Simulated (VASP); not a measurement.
# KF (P-1) in VASP: single point with PBE

Aim: the single point of KF with PBE.

Program: VASP 6.6.1. These are calculated values, not measurements. Logs are shortened: lines on timing, memory, paths and dates and some standing lists are left out, and cuts for length are marked.

## 1. The cell of the first run

The typed cell holds 2 atoms: a = 3.765 Å, b = 3.944 Å, c = 4.244 Å, α = 58.25°, β = 59.60°, γ = 58.84°.

## 2. Single point, PBE (strained)

Contents of INCAR:

```
  ALGO = Normal
  EDIFF = 1E-6
  ENCUT = 520
  GGA = PE
  ISIF = 2
  ISMEAR = 0
  LASPH = T
  LCHARG = T
  LELF = T
  LREAL = F
  LVHAR = T
  LWAVE = F
  NBANDS = 15
  NELM = 60
  PREC = Accurate
  SIGMA = 0.02
```

Contents of KPOINTS:

```
k-points
0
Gamma
  8 8 8
```

Contents of POSCAR:

```
KF
1.0
    0.1421767300      2.6943800350      2.6258314950
    2.8849203800      0.0799376500      2.6880705750
    3.0635636500      2.9352623850     -0.0987056200
K F
1 1
Direct
    0.0000000000      0.0000000000      0.0000000000
    0.5000000000      0.5000000000      0.5000000000
```

Potentials or basis: VASP PAW PBE potentials, release 64 (K_sv, F).

Run with:

```console
$ cat potpaw_PBE.64/K_sv/POTCAR potpaw_PBE.64/F/POTCAR > POTCAR
$ mpirun -np 1 vasp_std > vasp.out
```

OUTCAR:

```text
EDIFF = 1E-6
   ENCUT = 520
   GGA = PE
   ISIF = 2
   ISMEAR = 0
   LASPH = T
   LREAL = F
   NELM = 60
   PREC = Accurate

 ion  position               nearest neighbor table
   1  0.000  0.000  0.000-   2 2.71   2 2.71   2 2.78   2 2.78
   2  0.500  0.500  0.500-   1 2.71   1 2.71   1 2.78   1 2.78

  LATTYP: Found a triclinic cell.
 ALAT       =     3.7896999112
 B/A-ratio  =     1.0538722513
 C/A-ratio  =     0.9934705837
 COS(alpha) =     0.0266763379
 COS(beta)  =     0.4549267218
 COS(gamma) =     0.4723029877

  Lattice vectors:

 A1 = (   2.7427436500,  -2.6144423850,   0.0622390800)
 A2 = (  -0.1786432700,  -2.8553247350,   2.7867761950)
 A3 = (  -0.1421767300,  -2.6943800350,  -2.6258314950)

Analysis of symmetry for initial positions (statically):
=====================================================================
 Subroutine PRICEL returns:
 Original cell was already a primitive cell.

 Routine SETGRP: Setting up the symmetry group for a
 triclinic supercell.

 Subroutine GETGRP returns: Found  2 space group operations
 (whereof  2 operations were pure point group operations)
 out of a pool of  2 trial point group operations.

The static configuration has the point symmetry S_2 .

Analysis of symmetry for dynamics (positions and initial velocities):
=====================================================================
 Subroutine PRICEL returns:
 Original cell was already a primitive cell.

 Routine SETGRP: Setting up the symmetry group for a
 triclinic supercell.

 Subroutine GETGRP returns: Found  2 space group operations
 (whereof  2 operations were pure point group operations)
 out of a pool of  2 trial point group operations.

The dynamic configuration has the point symmetry S_2 .

 Subroutine INISYM returns: Found  2 space group operations
 (whereof  2 operations are pure point group operations),
 and found     1 'primitive' translations

----------------------------------------------------------------------------------------

                                     Primitive cell

  volume of cell :      43.4252

  direct lattice vectors                    reciprocal lattice vectors
     0.142176730  2.694380035  2.625831495    -0.181877738  0.196195461  0.189362360
     2.884920380  0.079937650  2.688070575     0.183613414 -0.185570357  0.180472932
     3.063563650  2.935262385 -0.098705620     0.161951491  0.165644110 -0.178737256

  length of vectors
     3.764955383  3.943967424  4.243928641     0.327765578  0.317365282  0.292597443

  position of ions in fractional coordinates (direct lattice)
     0.000000000  0.000000000  0.000000000
     0.500000000  0.500000000  0.500000000

  ion indices of the primitive-cell ions
   primitive index   ion index
                 1           1
                 2           2

----------------------------------------------------------------------------------------

 KPOINTS: k-points

Automatic generation of k-mesh.
 Grid dimensions read from file:
 generate k-points for:    8    8    8

 Generating k-lattice:

  Cartesian coordinates                     Fractional coordinates (reciprocal lattice)
    -0.022734717  0.024524433  0.023670295     0.125000000  0.000000000 -0.000000000
     0.022951677 -0.023196295  0.022559117     0.000000000  0.125000000  0.000000000
     0.020243936  0.020705514 -0.022342157     0.000000000  0.000000000  0.125000000

  Length of vectors
     0.040970697  0.039670660  0.036574680

  Shift w.r.t. Gamma in fractional coordinates (k-lattice)
     0.000000000  0.000000000  0.000000000

 Subroutine IBZKPT returns following result:
 ===========================================

 Found    260 irreducible k-points:

 Following reciprocal coordinates:
            Coordinates               Weight
  0.000000  0.000000  0.000000      1.000000
  0.125000  0.000000 -0.000000      2.000000
  0.250000  0.000000 -0.000000      2.000000
  0.375000  0.000000 -0.000000      2.000000
  0.500000  0.000000 -0.000000      1.000000
 -0.000000  0.125000  0.000000      2.000000
[... 16 lines left out ...]
  0.125000  0.375000  0.000000      2.000000
  0.250000  0.375000  0.000000      2.000000
 [... further k-points ...]
   k-points           NKPTS =    260   k-points in BZ     NKDIM =    260   number of bands    NBANDS=     15
   number of dos      NEDOS =    301   number of ions     NIONS =      2
   total plane-waves  NPLWV =  26880
   dimension x,y,z NGX =    28 NGY =   30 NGZ =   32
   dimension x,y,z NGXF=    56 NGYF=   60 NGZF=   64
   ions per type =               1   1
   NGX,Y,Z   is equivalent  to a cutoff of  12.36, 12.65, 12.54 a.u.
   NGXF,Y,Z  is equivalent  to a cutoff of  24.73, 25.29, 25.07 a.u.
 SYSTEM =  unknown system
   PREC   = accura    normal or accurate (medium, high low for compatibility)
   ISTART =      0    job   : 0-new  1-cont  2-samecut
   ICHARG =      2    charge: 1-file 2-atom 10-const
   ISPIN  =      1    spin polarized calculation?
   LNONCOLLINEAR =      F non collinear calculations
   LSORBIT =      F    spin-orbit coupling
   LASPH  =      T    aspherical Exc in radial PAW
   ENCUT  =  520.0 eV  38.22 Ry    6.18 a.u.   7.00  7.33  7.89*2*pi/ulx,y,z
   NELM   =     60;   NELMIN=  2; NELMDL= -5     # of ELM steps
   EDIFF  = 0.1E-05   stopping-criterion for ELM
   LREAL  =      F    real-space projection
   EDIFFG = 0.1E-04   stopping-criterion for IOM
   NSW    =      0    number of steps for IOM
   IBRION =     -1    ionic relax: 0-MD 1-quasi-New 2-CG
   NFREE  =      0    steps in history (QN), initial steepest desc. (CG)
   ISIF   =      2    stress and relaxation
   ISYM   =      2    0-nonsym 1-usesym 2-fastsym
   POTIM  = 0.5000    time-step for ionic-motion
   TEBEG  =    0.0;   TEEND  =   0.0 temperature during run
   PSTRESS=    0.0 pullay stress
   NELECT =      16.0000    total number of electrons
   NUPDOWN=      -1.0000    fix difference up-down
   EMIN   =  10.00;   EMAX   =-10.00  energy-range for DOS
   EFERMI =   0.00;   METHOD = LEGACY
   ISMEAR =     0;   SIGMA  =   0.02  broadening in eV -4-tet -1-fermi 0-gaus
   EFERMI_NEDOS =   21; number of points for ismear=-14 and -15
   IALGO  =     38    algorithm
   IMIX   =      4    mixing-type and parameters
     AMIX     =   0.40;   BMIX     =  1.00
     AMIX_MAG =   1.60;   BMIX_MAG =  1.00
  volume/ion in A,a.u.               =      21.71       146.52
  Fermi-wavevector in a.u.,A,eV,Ry     =   1.173638  2.217854 18.741016  1.377426
  Thomas-Fermi vector in A             =   2.310048
   LORBIT       =      0    0 simple, 1 ext, 2 COOP (PROOUT), +10 PAW based schemes
   GGA     = PE    functional components
   LHFCALC =     F    Hartree Fock is set to
   AEXX    =    0.0000 exact exchange contribution
   IVDW    =     0    specifies the selected vdW correction
   LEPSILON=     F    determine dielectric tensor
   LRPA    =     F    only Hartree local field effects (RPA)
 non-spin polarized calculation
 Gauss-broadening in eV      SIGMA  =   0.02
  energy-cutoff  :      520.00
  volume of cell :       43.43
 maximum number of plane-waves:      1186
   NGX = 13   NGY = 15   NGZ = 15

 number of electron      16.0000006 magnetization

 Free energy of the ion-electron system (eV)
  ---------------------------------------------------
  ext. energy  EPLUGINS =         0.00000000
  ---------------------------------------------------
  free energy    TOTEN  =        -8.23957374 eV

  energy without entropy =       -8.23957374  energy(sigma->0) =       -8.23957374

 E-fermi :  -2.8182     XC(G=0):  -7.8394

 val. band max:       -3.0152750696   @ k =   0.0000   0.0000   0.0000
 cond. band min:       2.3931812489   @ k =   0.0000   0.0000   0.0000
 fundamental gap:      5.4084563184
 Fermi energy:        -2.8181608501

 k-point     1 :       0.0000    0.0000    0.0000
  band No.  band energies     occupation
      1     -29.6673      2.00000
      2     -21.6749      2.00000
      3     -13.0101      2.00000
      4     -12.9829      2.00000
      5     -12.9697      2.00000
      6      -3.1485      2.00000
      7      -3.0578      2.00000
      8      -3.0153      2.00000
      9       2.3932      0.00000
     10       6.6060      0.00000
     11       7.2138      0.00000
     12       7.7226      0.00000
     13       8.5389      0.00000
     14       9.0402      0.00000
     15      12.9660      0.00000

 k-point     2 :       0.1250    0.0000   -0.0000
  band No.  band energies     occupation
      1     -29.6578      2.00000
      2     -21.6789      2.00000
      3     -13.0389      2.00000
      4     -12.9975      2.00000
      5     -12.9823      2.00000
      6      -3.1980      2.00000
      7      -3.1404      2.00000
      8      -3.1044      2.00000
      9       2.8263      0.00000
     10       6.8289      0.00000
     11       7.3147      0.00000
     12       7.4774      0.00000
     13       8.5878      0.00000
     14       9.0941      0.00000
     15      13.7983      0.00000

 k-point     3 :       0.2500    0.0000   -0.0000
  band No.  band energies     occupation
      1     -29.6345      2.00000
      2     -21.6880      2.00000
      3     -13.1386      2.00000
      4     -13.0282      2.00000
      5     -12.9851      2.00000
      6      -3.4174      2.00000
      7      -3.2996      2.00000
      8      -3.2157      2.00000
      9       3.9246      0.00000
     10       6.7036      0.00000
     11       7.4266      0.00000
     12       8.1068      0.00000
     13       8.8241      0.00000
     14       9.3173      0.00000
     15      14.7924      0.00000
[... 343 lines left out ...]
 k-point    23 :       0.1250    0.3750    0.0000
  band No.  band energies     occupation
      1     -29.6216      2.00000
      2     -21.7032      2.00000
      3     -13.1733      2.00000
      4     -13.0445      2.00000
      5     -13.0095      2.00000
      6      -3.5772      2.00000
      7      -3.3248      2.00000
      8      -3.2376      2.00000
      9       4.7666      0.00000
     10       6.2187      0.00000
     11       7.8017      0.00000
     12       8.6593      0.00000
     13       9.5915      0.00000
     14       9.8478      0.00000
     15      13.1774      0.00000

 k-point    24 :       0.2500    0.3750    0.0000
  band No.  band energies     occupation
      1     -29.6166      2.00000
      2     -21.6944      2.00000
      3     -13.1540      2.00000
      4     -13.1031      2.00000
      5     -13.0847      2.00000
      6      -3.5007      2.00000
      7      -3.2567      2.00000
      8      -3.1502      2.00000
      9       4.9004      0.00000
     10       5.6227      0.00000
     11       8.3809      0.00000
     12       8.6678      0.00000
     13       9.5910      0.00000
     14       9.7208      0.00000
     15      13.3468      0.00000

 [... further k-points ...]
[... 5 lines left out ...]
  --------------------------------------------------------------------------------------
  -------------------------------------------------------------------------------------
  Total       -0.7588962     -0.5134879     -0.3411538     -0.4036894      0.2486584      0.1080614
  in kB      -27.9995352    -18.9451759    -12.5868982    -14.8941511      9.1742724      3.9869356
  external PRESSURE =     -19.8438698 kB  Pullay stress =       0.0000000 kB

 VOLUME and BASIS-vectors are now :
 -----------------------------------------------------------------------------
  energy-cutoff  :      520.00
  volume of cell :       43.43
      direct lattice vectors                 reciprocal lattice vectors
     0.142176730  2.694380035  2.625831495    -0.181877738  0.196195461  0.189362360
     2.884920380  0.079937650  2.688070575     0.183613414 -0.185570357  0.180472932
     3.063563650  2.935262385 -0.098705620     0.161951491  0.165644110 -0.178737256

 POSITION                                       TOTAL-FORCE (eV/Angst)
 -----------------------------------------------------------------------------------
      0.00000      0.00000      0.00000         0.000000      0.000000      0.000000
      3.04533      2.85479      2.60760         0.000000     -0.000000     -0.000000
 -----------------------------------------------------------------------------------
    total drift:                                0.000000      0.000000      0.000000

  FREE ENERGIE OF THE ION-ELECTRON SYSTEM (eV)
  ---------------------------------------------------
  free  energy   TOTEN  =        -8.2395737372 eV

  energy  without entropy=       -8.2395737372  energy(sigma->0) =       -8.23957374
```

Run time: 4 min. Hardware: 1 thread of Oxide Virtual Turin-like, shared host; peak memory 0.26 GiB.

Results:

| Property | Result |
| --- | --- |
| Free energy | -8.2396 eV |
| Pressure | -2.0 GPa |
| Band gap on the k mesh | 5.41 eV, direct |

Stress tensor (GPa, compression positive):
```
-2.80 -1.49  0.40
-1.49 -1.89  0.92
 0.40  0.92 -1.26
```

Caveat: the cell differs from its parent crystal (strained).
